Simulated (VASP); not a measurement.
A run of VASP 6.6.1 is set up as follows.

File POSCAR:

```
Cu
1.0
    2.5122488303      0.0000000000      0.0000000000
    1.2561244152      2.1756713077      0.0000000000
    1.2561244152      0.7252237692      2.0512425804
Cu
1
Direct
    0.0000000000      0.0000000000      0.0000000000
```

File INCAR.step1:

```
PREC = Accurate
ENCUT = 520
ISMEAR = -1
SIGMA = 0.1
LREAL = False
LASPH = True
NELM = 100
NBANDS = 12
GGA = PE
ALGO = Normal
EDIFF = 1E-4
LWAVE = True
LCHARG = False
```

INCAR.step2

```
PREC = Accurate
ENCUT = 520
EDIFF = 1E-6
ISMEAR = -1
SIGMA = 0.1
LREAL = False
LASPH = True
NELM = 100
ALGO = Normal
ISIF = 2
LWAVE = False
LCHARG = True
METAGGA = R2SCAN
LMIXTAU = True
IVDW = 12
VDW_S6 = 1.0
VDW_S8 = 0.78981345
VDW_A1 = 0.49484001
VDW_A2 = 5.73083694
LELF = True
LVHAR = True
NBANDS = 12
ISTART = 1
```

The input KPOINTS:

```
regular mesh
0
Gamma
  8 8 8
```

Potentials or basis: VASP PAW PBE potentials, release 64 (Cu).

Command:

```bash
$ cat potpaw_PBE.64/Cu/POTCAR > POTCAR
$ cp INCAR.step1 INCAR
$ mpirun -np 1 vasp_std > vasp.out
$ cp INCAR.step2 INCAR
$ mpirun -np 1 vasp_std > vasp.out
```

**Question.** Estimate the dispersion energy per atom.

**Answer.** -0.289 eV.

**Question.** Predict the band gap on the k mesh.

**Answer.** Zero (an odd number of electrons rules out a gap without spin polarisation).

Caveat: the k points lie up to 0.38 Å⁻¹ apart, too coarse for converged energies and pressures of a metal.
